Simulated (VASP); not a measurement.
# C (P6_3/mmc) in VASP: notebook

C is run at these levels: HSE06, PBE; tasks: single point.

All numbers are computed with VASP 6.6.1; they aren't measurements. Logs are shortened: lines on timing, memory, paths and dates and some standing lists are left out, and cuts for length are marked.

**1. The cell of the first run**

It takes space group P6_3/mmc (No. 194, hexagonal). Conventional cell: a = 2.541 Å, b = 2.541 Å, c = 4.168 Å, α = 90.00°, β = 90.00°, γ = 120.00°. Within 2.1 Å of C (site symmetry 3m) lie 4 C at 1.56 Å.

**2. Single point, HSE06 (epitaxial xy strain +1.5%)**

POSCAR

```
C
1.0
    2.5407433039      0.0000000000      0.0000000000
   -1.2703716519      2.2003482457      0.0000000000
    0.0000000000      0.0000000000      4.1683704913
C
4
Direct
    0.3333333333      0.6666666667      0.0001772581
    0.6666666667      0.3333333333      0.5001772581
    0.3333333333      0.6666666667      0.3748227419
    0.6666666667      0.3333333333      0.8748227419
```

INCAR.step1

```
PREC = Accurate ; ENCUT = 520
EDIFF = 1E-5 ; ISMEAR = 0
SIGMA = 0.01 ; LREAL = F
LASPH = T ; NELM = 60
ALGO = Normal ; ISIF = 2
LWAVE = T ; GGA = PE
NBANDS = 16
```

INCAR.step2

```
PREC = Accurate ; ENCUT = 520
EDIFF = 1E-6 ; ISMEAR = 0
SIGMA = 0.01 ; LREAL = F
LASPH = T ; NELM = 60
ALGO = Normal ; ISIF = 2
LWAVE = F ; LCHARG = T
GGA = PE ; LHFCALC = T
HFSCREEN = 0.2079 ; PRECFOCK = Normal
LELF = T ; LVHAR = T
ISTART = 1 ; NBANDS = 16
```

KPOINTS

```
regular mesh
0
Gamma
  9 9 4
```

Potentials or basis: VASP PAW PBE potentials, release 64 (C).

Run with:

```sh
$ cat potpaw_PBE.64/C/POTCAR > POTCAR
$ cp INCAR.step1 INCAR
$ mpirun -np 1 vasp_std > vasp.out
$ cp INCAR.step2 INCAR
$ mpirun -np 1 vasp_std > vasp.out
```

OUTCAR:

```text
PREC = Accurate
   ENCUT = 520
   EDIFF = 1E-6
   ISMEAR = 0
   LREAL = F
   LASPH = T
   NELM = 60
   ISIF = 2
   GGA = PE
   LHFCALC = T
   HFSCREEN = 0.2079
   PRECFOCK = Normal
   ISTART = 1

 ion  position               nearest neighbor table
   1  0.333  0.667  0.000-   4 1.56   4 1.56   4 1.56   3 1.56
   2  0.667  0.333  0.500-   3 1.56   3 1.56   3 1.56   4 1.56
   3  0.333  0.667  0.375-   2 1.56   2 1.56   2 1.56   1 1.56
   4  0.667  0.333  0.875-   1 1.56   1 1.56   1 1.56   2 1.56

  LATTYP: Found a hexagonal cell.
 ALAT       =     2.5407433039
 C/A-ratio  =     1.6406106374

  Lattice vectors:

 A1 = (   2.5407433039,   0.0000000000,   0.0000000000)
 A2 = (  -1.2703716519,   2.2003482457,   0.0000000000)
 A3 = (   0.0000000000,   0.0000000000,   4.1683704913)

Analysis of symmetry for initial positions (statically):
=====================================================================
 Subroutine PRICEL returns:
 Original cell was already a primitive cell.

 Routine SETGRP: Setting up the symmetry group for a
 hexagonal supercell.

 Subroutine GETGRP returns: Found 24 space group operations
 (whereof  6 operations were pure point group operations)
 out of a pool of 24 trial point group operations.

The static configuration has the point symmetry C_3v.
 The point group associated with its full space group is D_6h.

Analysis of symmetry for dynamics (positions and initial velocities):
=====================================================================
 Subroutine PRICEL returns:
 Original cell was already a primitive cell.

 Routine SETGRP: Setting up the symmetry group for a
 hexagonal supercell.

 Subroutine GETGRP returns: Found 24 space group operations
 (whereof  6 operations were pure point group operations)
 out of a pool of 24 trial point group operations.

The dynamic configuration has the point symmetry C_3v.
 The point group associated with its full space group is D_6h.

 Subroutine INISYM returns: Found 24 space group operations
 (whereof  6 operations are pure point group operations),
 and found     1 'primitive' translations

[... 103 lines left out ...]
   NFREE  =      0    steps in history (QN), initial steepest desc. (CG)
   ISIF   =      2    stress and relaxation
   ISYM   =      3    0-nonsym 1-usesym 2-fastsym
   POTIM  = 0.5000    time-step for ionic-motion
   TEBEG  =    0.0;   TEEND  =   0.0 temperature during run
   PSTRESS=    0.0 pullay stress
   NELECT =      16.0000    total number of electrons
   NUPDOWN=      -1.0000    fix difference up-down
   EMIN   =  10.00;   EMAX   =-10.00  energy-range for DOS
   EFERMI =   0.00;   METHOD = LEGACY
   ISMEAR =     0;   SIGMA  =   0.01  broadening in eV -4-tet -1-fermi 0-gaus
   EFERMI_NEDOS =   21; number of points for ismear=-14 and -15
   IALGO  =     38    algorithm
   IMIX   =      1    mixing-type and parameters
     AMIX     =   0.40;   BMIX     =  1.00
     AMIX_MAG =   1.60;   BMIX_MAG =  1.00
  volume/ion in A,a.u.               =       5.83        39.31
  Fermi-wavevector in a.u.,A,eV,Ry     =   1.444249  2.729234 28.379771  2.085854
  Thomas-Fermi vector in A             =   2.562565
   LORBIT       =      0    0 simple, 1 ext, 2 COOP (PROOUT), +10 PAW based schemes
   GGA     = PE    functional components
   LHFCALC =     T    Hartree Fock is set to
   PRECFOCK=normal    Normal, Fast or Accurate (Low or Medium for compatibility)
   ENCUT4O =  -1.0   cutoff for four orbital integrals eV
   NKREDX  =     1    reduce k-point grid by
   NKREDY  =     1    reduce k-point grid by
   NKREDZ  =     1    reduce k-point grid by
   AEXX    =    0.2500 exact exchange contribution
   HFSCREEN=    0.2079 screening length (either q_TF or 0.3 A-1)
   HFSCREENC=   0.2079 screening length for correlation (either q_TF or 0.3 A-1)
   ENCUTFOCK=  -1.0 apply spherical cutoff to Coloumb kernel
   IVDW    =     0    specifies the selected vdW correction
   LEPSILON=     F    determine dielectric tensor
   LRPA    =     F    only Hartree local field effects (RPA)
 non-spin polarized calculation
 Gauss-broadening in eV      SIGMA  =   0.01
  energy-cutoff  :      520.00
  volume of cell :       23.30
 maximum number of plane-waves:       652
 NGX is ok and might be reduce to    20
  NGX = 16; NGY = 16; NGZ = 24

 number of electron      16.0000000 magnetization

 Free energy of the ion-electron system (eV)
  ---------------------------------------------------
  ext. energy  EPLUGINS =         0.00000000
  ---------------------------------------------------
  free energy    TOTEN  =       -41.93677917 eV

  energy without entropy =      -41.93677917  energy(sigma->0) =      -41.93677917

 E-fermi :   9.1711     XC(G=0): -10.7128

 val. band max:        9.0444028264   @ k =   0.0000   0.0000   0.0000
 cond. band min:      13.5197184410   @ k =   0.3333   0.3333   0.0000
 fundamental gap:      4.4753156146
 Fermi energy:         9.1711101293

 k-point     1 :       0.0000    0.0000    0.0000
  band No.  band energies     occupation
      1     -14.4504      2.00000
      2      -8.3946      2.00000
      3      -5.6144      2.00000
      4       5.6159      2.00000
      5       5.6159      2.00000
      6       8.5602      2.00000
[... 433 lines left out ...]
      3      -3.0897      2.00000
      4      -3.0897      2.00000
      5      -2.2688      2.00000
      6       0.7639      2.00000
[... 8 lines left out ...]
     15      26.0960      0.00000
     16      26.0960      0.00000

 [... further k-points ...]

------------------------ aborting loop because EDIFF is reached ----------------------------------------

  FORCE on cell =-STRESS in cart. coord.  units (eV):
  Direction    XX          YY          ZZ          XY          YZ          ZX
  --------------------------------------------------------------------------------------
  -------------------------------------------------------------------------------------
  Total       -3.3952130     -3.3952130     -0.8219462     -0.0000000     -0.0000000      0.0000000
  in kB     -233.4312998   -233.4312998    -56.5113179     -0.0000000     -0.0000000      0.0000000
  external PRESSURE =    -174.4579725 kB  Pullay stress =       0.0000000 kB

 VOLUME and BASIS-vectors are now :
 -----------------------------------------------------------------------------
  energy-cutoff  :      520.00
  volume of cell :       23.30
      direct lattice vectors                 reciprocal lattice vectors
     2.540743304  0.000000000  0.000000000     0.393585609  0.227236757  0.000000000
    -1.270371652  2.200348246  0.000000000     0.000000000  0.454473514  0.000000000
     0.000000000  0.000000000  4.168370491     0.000000000  0.000000000  0.239901900

 POSITION                                       TOTAL-FORCE (eV/Angst)
 -----------------------------------------------------------------------------------
     -0.00000      1.46690      0.00074        -0.000000     -0.000000     -0.029361
      1.27037      0.73345      2.08492         0.000000     -0.000000     -0.029361
     -0.00000      1.46690      1.56240        -0.000000      0.000000      0.029361
      1.27037      0.73345      3.64659         0.000000      0.000000      0.029361
 -----------------------------------------------------------------------------------
    total drift:                                0.000000     -0.000000     -0.000000

  FREE ENERGIE OF THE ION-ELECTRON SYSTEM (eV)
  ---------------------------------------------------
  free  energy   TOTEN  =       -41.9367791678 eV

  energy  without entropy=      -41.9367791678  energy(sigma->0) =      -41.93677917
```

OUTCAR.step1:

```text
PREC = Accurate
   ENCUT = 520
   EDIFF = 1E-5
   ISMEAR = 0
   LREAL = F
[... 688 lines left out ...]
     -0.00000      1.46690      0.00074         0.000000     -0.000000     -0.011737
      1.27037      0.73345      2.08492        -0.000000     -0.000000     -0.011737
     -0.00000      1.46690      1.56240         0.000000     -0.000000      0.011737
      1.27037      0.73345      3.64659        -0.000000      0.000000      0.011737
 -----------------------------------------------------------------------------------
    total drift:                               -0.000000      0.000000      0.000000

  FREE ENERGIE OF THE ION-ELECTRON SYSTEM (eV)
  ---------------------------------------------------
  free  energy   TOTEN  =       -36.2508427896 eV

  energy  without entropy=      -36.2508427896  energy(sigma->0) =      -36.25084279
```

OSZICAR.step1:

```text
N       E                     dE             d eps       ncg     rms          rms(c)
DAV:   1     0.210599824229E+02    0.21060E+02   -0.82612E+03  1152   0.974E+02
DAV:   2    -0.356549738121E+02   -0.56715E+02   -0.52495E+02  1672   0.184E+02
DAV:   3    -0.374321822140E+02   -0.17772E+01   -0.17730E+01  1392   0.284E+01
DAV:   4    -0.374389095039E+02   -0.67273E-02   -0.67263E-02  1424   0.215E+00
DAV:   5    -0.374389487114E+02   -0.39208E-04   -0.39178E-04  1384   0.142E-01    0.758E+00
DAV:   6    -0.365495869649E+02    0.88936E+00   -0.54558E-01  1312   0.462E+00    0.453E+00
DAV:   7    -0.362480833358E+02    0.30150E+00   -0.63885E-01  1400   0.518E+00    0.985E-01
DAV:   8    -0.362507038519E+02   -0.26205E-02   -0.12420E-02  1368   0.731E-01    0.597E-02
DAV:   9    -0.362508030938E+02   -0.99242E-04   -0.17149E-04  1440   0.974E-02    0.295E-02
DAV:  10    -0.362508429614E+02   -0.39868E-04   -0.35822E-05  1368   0.481E-02    0.765E-03
DAV:  11    -0.362508427896E+02    0.17189E-06   -0.41138E-07   688   0.512E-03
   1 F= -.36250843E+02 E0= -.36250843E+02  d E =-.188233E-90
```

Run time: 62 min. Hardware: 1 thread of Intel Xeon 8259CL, shared host; peak memory 0.25 GiB.

What came out:

| Quantity | Value |
| --- | --- |
| Free energy | -41.9368 eV |
| Pressure | -17.4 GPa |
| Largest force | 0.029 eV/Å |
| Band gap on the k mesh | 4.48 eV (least direct gap 6.07 eV) |

Forces in eV/Å, atoms in the order of the input:
```
C    0.000  0.000 -0.029
C    0.000  0.000 -0.029
C    0.000  0.000  0.029
C    0.000  0.000  0.029
```

Caveat: the cell differs from its parent crystal (epitaxial xy strain +1.5%); the cell stands under tension; the PAW data sets were made with another functional, which shifts forces and pressure a little; an odd mesh through Γ misses points on the zone boundary, where band edges can lie.

**3. Single point, PBE (epitaxial xy strain +1.5%)**

INCAR

```
SYSTEM = C
ALGO = Normal ; EDIFF = 1E-6
ENCUT = 520 ; GGA = PE
ISIF = 2 ; ISMEAR = -1
LASPH = .TRUE. ; LCHARG = .FALSE.
LREAL = .FALSE. ; LWAVE = .FALSE.
NBANDS = 16 ; NELM = 80
PREC = Accurate ; SIGMA = 0.02
```

KPOINTS

```
k-points
0
G
  12 12 6
  0 0 0
```

POSCAR is that of step 2.

Potentials or basis: VASP PAW PBE potentials, release 64 (C).

Run with:

```sh
$ cat potpaw_PBE.64/C/POTCAR > POTCAR
$ mpirun -np 1 vasp_std > vasp.out
```

Run time: 16 s. Hardware: 1 thread of Intel Xeon 8259CL, shared host; peak memory 0.14 GiB.

The run converged. Its results:

* Free energy: -36.2511 eV
* Pressure: -7.7 GPa
* Largest force: 0.010 eV/Å
* Band gap on the k mesh: 3.42 eV (least direct gap 4.75 eV)

Forces in eV/Å, atoms in the order of the input:
```
C    0.000  0.000 -0.010
C    0.000  0.000 -0.010
C    0.000  0.000  0.010
C    0.000  0.000  0.010
```

Stress tensor (GPa, compression positive):
```
-13.51   0.00   0.00
  0.00 -13.51   0.00
  0.00   0.00   3.92
```

Levels at points of the mesh, in eV from the valence-band top:
| k point | band 4 | band 5 | band 6 | band 7 | band 8 | band 9 | band 10 | band 11 | band 12 | band 13 |
| --- | --- | --- | --- | --- | --- | --- | --- | --- | --- | --- |
| (0.00, 0.00, 0.00) | -3.15 | -3.15 | -0.47 | 0.00 | 0.00 | 4.75 | 4.75 | 5.65 | 7.44 | 9.36 |
| (0.50, 0.00, 0.00) | -9.70 | -9.12 | -6.40 | -5.83 | -3.01 | 4.22 | 8.07 | 8.07 | 8.31 | 10.86 |
| (0.00, 0.00, 0.50) | -6.75 | -1.90 | -1.90 | -1.90 | -1.90 | 7.06 | 7.06 | 7.06 | 7.06 | 7.25 |
| (0.50, 0.00, 0.50) | -12.73 | -5.02 | -5.02 | -4.64 | -4.64 | 5.65 | 5.65 | 6.64 | 6.64 | 12.24 |

Caveat: the cell differs from its parent crystal (epitaxial xy strain +1.5%); the cell stands under tension.

(Continued in part 2 of 2.)
